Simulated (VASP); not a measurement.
Input of a VASP 6.6.1 run:

Contents of INCAR:

```
ALGO     = Fast           # electronic algorithm
EDIFF    = 1E-7           # SCF threshold, eV
ENCUT    = 520            # plane-wave cutoff, eV
GGA      = PS             # functional
ISIF     = 2              # what is computed and relaxed
ISMEAR   = 0              # smearing method
LASPH    = True           # aspherical terms in the spheres
LCHARG   = True           # write CHGCAR
LELF     = True           # ELF
LREAL    = False          # projectors in reciprocal space
LVHAR    = True         
LWAVE    = False          # write WAVECAR
NBANDS   = 13             # bands
NELM     = 60             # most SCF steps
PREC     = Accurate       # precision mode
SIGMA    = 0.15           # smearing width, eV
```

KPOINTS

```
k-points
0
Gamma
  20 20 20
```

Contents of POSCAR:

```
Mo
1.0
    0.0000000000      2.0150000000      2.0956000000
    2.0150000000      0.0000000000      2.0956000000
    2.0150000000      2.0150000000      0.0000000000
Mo
1
Direct
    0.0000000000      0.0000000000      0.0000000000
```

Potentials or basis: VASP PAW PBE potentials, release 64 (Mo_sv).

The run is started by

```sh
$ cat potpaw_PBE.64/Mo_sv/POTCAR > POTCAR
$ mpirun -np 1 vasp_std > vasp.out
```

Task: What does it give for the pressure?

Result: -19.1 GPa.

Task: Predict the band gap on the k mesh.

Result: Zero (band 7 reaches 14.37 eV, above the bottom of band 8 at 10.25 eV).

Stress tensor (GPa, compression positive):
```
-21.08   0.00   0.00
  0.00 -21.08   0.00
  0.00   0.00 -15.05
```

Caveat: the cell differs from its parent crystal (strain +0.000 along x and y, +0.040 along z); the PAW data sets were made with another functional, which shifts forces and pressure a little.
